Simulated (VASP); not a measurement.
# H6C3F4 in VASP: further runs, part 3 of 3

VASP 6.6.1.

### 5 Relaxation of the atoms, r2SCAN+D3(BJ)

Input file POSCAR:

```
H6C3F4
1.0
    7.9056630000      0.0000000000      0.0000000000
    0.0000000000      7.9056630000      0.0000000000
    0.0000000000      0.0000000000      7.9056630000
C H F
9 18 12
Direct
    0.8304765000      0.6736648000     -0.0130912000
    0.8587385000      0.5108918000      0.0863478000
    0.8488201000      0.3736647000      0.7122126000
    0.8350194000      0.2786628000      0.5449820000
   -0.0560462000      0.9293807000      0.6105341000
    0.0982728000      0.8169590000      0.5835361000
    0.4611541000      0.5711400000      0.9982069000
    0.4021029000      0.1008916000      0.9401430000
    0.2636779000      0.2698035000      0.4339756000
    0.9432436000      0.7084594000     -0.0850778000
    0.7260211000      0.6600366000     -0.1026040000
    0.8001941000      0.7790356000      0.0711060000
    0.7459713000      0.4760971000      0.1583345000
    0.8890209000      0.4055209000      0.0021507000
    0.9631938000      0.5245200000      0.1758607000
    0.9096933000      0.4965740000      0.6949800000
    0.7240815000      0.3959248000      0.7674754000
    0.9234140000      0.3023485000      0.8041851000
    0.7741462000      0.1557536000      0.5622146000
    0.7604256000      0.3499791000      0.4530095000
    0.9597580000      0.2564028000      0.4897193000
   -0.1227826000      0.8955612000      0.7267739000
   -0.0198692000      1.0624596000      0.6200437000
   -0.1454523000      0.9175163000      0.5057725000
    0.1650092000      0.8507785000      0.4672964000
    0.1876789000      0.8288234000      0.6882977000
    0.0620958000      0.6838801000      0.5740266000
    0.5222669000      0.7267262000      1.0163276000
    0.3892310000      0.5220712000      1.1420455000
    0.3467104000      0.5698707000      0.8750353000
    0.5864081000      0.4658918000      0.9594193000
    0.5097808000      0.2059766000      1.0151953000
    0.3264059000      0.0058038000      1.0563260000
    0.2864689000      0.1895923000      0.8562909000
    0.4857559000      0.0021939000      0.8327600000
    0.2191243000      0.1077110000      0.4306260000
    0.1882523000      0.3512806000      0.3077113000
    0.2168449000      0.3377853000      0.5804522000
    0.4304899000      0.2824372000      0.4171131000
```

Input file INCAR.step1:

```
SYSTEM = H6C3F4
PREC     = Accurate       ! precision mode
ENCUT    = 520            ! plane-wave cutoff, eV
ISMEAR   = -1             ! smearing method
SIGMA    = 0.02           ! smearing width, eV
LREAL    = Auto         
LASPH    = .TRUE.         ! aspherical terms in the spheres
NELM     = 100            ! most SCF steps
GGA      = PE             ! functional
ALGO     = Normal         ! electronic algorithm
EDIFF    = 1E-4           ! SCF threshold, eV
LWAVE    = .TRUE.         ! write WAVECAR
LCHARG   = .FALSE.        ! write CHGCAR
```

Input file INCAR.step2:

```
SYSTEM = H6C3F4
PREC     = Accurate       ! precision mode
ENCUT    = 520            ! plane-wave cutoff, eV
EDIFF    = 1E-6           ! SCF threshold, eV
ISMEAR   = -1             ! smearing method
SIGMA    = 0.02           ! smearing width, eV
LREAL    = Auto         
LASPH    = .TRUE.         ! aspherical terms in the spheres
NELM     = 100            ! most SCF steps
ALGO     = Normal         ! electronic algorithm
ISIF     = 2              ! what is computed and relaxed
LWAVE    = .FALSE.        ! write WAVECAR
LCHARG   = .FALSE.        ! write CHGCAR
METAGGA  = R2SCAN         ! meta-GGA
LMIXTAU  = .TRUE.       
IVDW     = 12             ! dispersion correction
VDW_S6   = 1.0          
VDW_S8   = 0.78981345   
VDW_A1   = 0.49484001   
VDW_A2   = 5.73083694   
IBRION   = 2              ! ionic algorithm
NSW      = 35             ! ionic steps
EDIFFG   = -0.3           ! ionic threshold
ISTART   = 1
```

Input file KPOINTS:

```
Automatic mesh
0
G
  1 1 1
  0 0 0
```

Run with:

```
> cat potpaw_PBE.64/C/POTCAR potpaw_PBE.64/H/POTCAR potpaw_PBE.64/F/POTCAR > POTCAR
> cp INCAR.step1 INCAR
> mpirun -np 1 vasp_gam > vasp.out
> cp INCAR.step2 INCAR
> mpirun -np 1 vasp_gam > vasp.out
```

Run time: 55 min. Hardware: 1 thread of Intel Xeon 6975P-C (Granite Rapids), shared host; peak memory 0.6 GiB.

It converged, with:

| Item | Value |
| --- | --- |
| Free energy | -222.5967 eV |
| Energy gained by relaxing | 44.5 meV/atom |
| Ionic steps | 26 |
| Pressure after relaxing | 0.8 GPa |
| Largest force after relaxing | 0.278 eV/Å |
| Band gap on the k mesh | 7.30 eV |
| Dispersion energy per atom | -0.017 eV |

Forces on the atoms (eV/Å):
```
C   -0.011 -0.005 -0.008
C   -0.025 -0.024  0.086
C    0.036 -0.075 -0.012
C   -0.003  0.000 -0.123
C    0.039 -0.094 -0.084
C    0.055 -0.064  0.006
C   -0.026 -0.058 -0.039
C   -0.056 -0.046 -0.055
C    0.034  0.033  0.050
H   -0.136  0.066  0.005
H    0.095  0.135  0.103
H    0.078 -0.001 -0.120
H    0.066 -0.018  0.022
H    0.069  0.010  0.051
H   -0.153 -0.009  0.020
H    0.083  0.052 -0.012
H   -0.106 -0.017  0.020
H    0.046 -0.112 -0.031
H   -0.084 -0.012  0.047
H   -0.065  0.068  0.005
H    0.007  0.012  0.006
H   -0.034  0.036  0.001
H    0.039 -0.016 -0.007
H   -0.001 -0.008  0.016
H   -0.014  0.033 -0.102
H   -0.020  0.062  0.030
H   -0.039 -0.023 -0.023
F    0.084 -0.030  0.080
F    0.005  0.090  0.029
F   -0.086  0.099  0.021
F    0.218 -0.138 -0.102
F   -0.097  0.079  0.005
F   -0.112  0.067  0.034
F    0.105  0.037  0.194
F    0.007 -0.002 -0.143
F    0.046  0.021  0.093
F   -0.055 -0.125  0.015
F   -0.016 -0.046 -0.048
F    0.030  0.023 -0.029
```

Stress tensor (GPa, compression positive):
```
 0.64 -0.13 -0.32
-0.13  1.11 -0.70
-0.32 -0.70  0.62
```

The path:
```tsv
step	energy change (eV)	largest force (eV/Å)	pressure (GPa)
1	0.0000	1.6325	2.26
2	-0.2521	2.1775	2.97
3	-0.2568	1.9079	2.87
4	-0.4420	0.9424	2.81
5	-0.5592	1.2353	2.77
6	-0.6938	0.9660	2.38
7	-0.8089	1.2928	1.64
8	-0.9123	1.0535	1.38
9	-1.0818	0.7551	0.65
10	-1.0925	1.0623	0.43
11	-1.2116	0.6220	0.46
12	-1.2914	1.0062	0.53
13	-1.4202	0.5185	0.75
14	-1.4623	0.6995	0.97
15	-1.5019	0.4695	1.19
16	-1.5019	0.4637	1.18
17	-1.5356	0.3701	1.20
18	-1.5695	0.6744	1.26
19	-1.5903	0.5417	1.16
20	-1.6250	0.4176	0.86
21	-1.6275	0.4339	0.76
22	-1.6442	0.3876	0.70
23	-1.6571	0.4743	0.60
24	-1.6796	0.3645	0.66
25	-1.7123	0.5861	0.83
26	-1.7349	0.2779	0.79
```

Final structure:
```yaml
crystal:
  lattice:
    - [7.90566, 0.00000, 0.00000]
    - [0.00000, 7.90566, 0.00000]
    - [0.00000, 0.00000, 7.90566]
  atoms:
    - { symbol: C, position: [0.87680, 0.68593, 0.99793] }
    - { symbol: C, position: [0.88569, 0.52793, 0.10699] }
    - { symbol: C, position: [0.84941, 0.36862, 0.69454] }
    - { symbol: C, position: [0.81209, 0.29574, 0.52104] }
    - { symbol: C, position: [0.95245, 0.90992, 0.61574] }
    - { symbol: C, position: [0.10218, 0.79250, 0.58740] }
    - { symbol: C, position: [0.41203, 0.58231, 0.99168] }
    - { symbol: C, position: [0.39132, 0.08787, 0.94798] }
    - { symbol: C, position: [0.27287, 0.27531, 0.43419] }
    - { symbol: H, position: [0.00062, 0.71387, 0.94317] }
    - { symbol: H, position: [0.78731, 0.66834, 0.89392] }
    - { symbol: H, position: [0.83560, 0.79508, 0.07281] }
    - { symbol: H, position: [0.76769, 0.50843, 0.17661] }
    - { symbol: H, position: [0.90632, 0.41487, 0.03029] }
    - { symbol: H, position: [0.98903, 0.53697, 0.19829] }
    - { symbol: H, position: [0.91617, 0.48861, 0.68577] }
    - { symbol: H, position: [0.73379, 0.39243, 0.76432] }
    - { symbol: H, position: [0.92695, 0.28473, 0.77191] }
    - { symbol: H, position: [0.73395, 0.18253, 0.52826] }
    - { symbol: H, position: [0.74628, 0.38736, 0.44188] }
    - { symbol: H, position: [0.92650, 0.26005, 0.45342] }
    - { symbol: H, position: [0.87996, 0.87214, 0.72669] }
    - { symbol: H, position: [0.99303, 0.04007, 0.63527] }
    - { symbol: H, position: [0.86700, 0.90897, 0.50705] }
    - { symbol: H, position: [0.16612, 0.81776, 0.46803] }
    - { symbol: H, position: [0.19679, 0.80472, 0.68691] }
    - { symbol: H, position: [0.06337, 0.66011, 0.58538] }
    - { symbol: F, position: [0.48405, 0.73067, 0.02404] }
    - { symbol: F, position: [0.35985, 0.51346, 0.13566] }
    - { symbol: F, position: [0.28126, 0.60209, 0.88748] }
    - { symbol: F, position: [0.52399, 0.48088, 0.91848] }
    - { symbol: F, position: [0.51189, 0.15336, 0.04598] }
    - { symbol: F, position: [0.28961, 0.99139, 0.04169] }
    - { symbol: F, position: [0.29908, 0.21005, 0.87627] }
    - { symbol: F, position: [0.46322, 0.99590, 0.82655] }
    - { symbol: F, position: [0.24491, 0.10929, 0.44325] }
    - { symbol: F, position: [0.17761, 0.34022, 0.31140] }
    - { symbol: F, position: [0.23322, 0.34954, 0.58039] }
    - { symbol: F, position: [0.43582, 0.30204, 0.40106] }
```

Levels at points of the mesh, in eV from the valence-band top:
```tsv
k point	band 65	band 66	band 67	band 68	band 69	band 70	band 71	band 72	band 73	band 74
(0.00, 0.00, 0.00)	-0.41	-0.37	-0.33	-0.22	0.00	7.30	9.05	9.20	9.34	9.49
```

Caveat: the k points lie up to 0.79 Å⁻¹ apart; the PAW data sets were made with another functional, which shifts forces and pressure a little; the relaxation stopped at a loose force limit of 0.3 eV/Å, so its end isn't a converged minimum.

### 6 The runs side by side

| task | cell | gap on the mesh (eV) | pressure (GPa) | largest force (eV/Å) |
| --- | --- | --- | --- | --- |
| single point | as given, atomic positions A | 7.20 | 0.3 | 2.63 |
| single point | as given, atomic positions B | 7.20 | 2.4 | 2.49 |
| single point | as given, atomic positions C | 7.33 | 0.7 | 3.39 |
| relaxation of the atoms | atoms relaxed, atomic positions D | 7.30 | 0.8 | 0.28 |

Alike in all rows: level r2SCAN+D3(BJ); potentials or basis VASP PAW PBE potentials, release 64 (C, H, F); no spin polarisation; k mesh 1 × 1 × 1; cutoff (eV) 520; smearing fermi-dirac 0.02 eV.

Caveats: all runs use coarse meshes; the PAW data sets were made with another functional, which shifts forces and pressure a little; the atoms stand as in a frame of molecular dynamics (at least some runs); the relaxation stopped at a loose force limit of 0.3 eV/Å, so its end isn't a converged minimum (at least some runs).

Absolute energies hang on the potentials; compare differences alone.
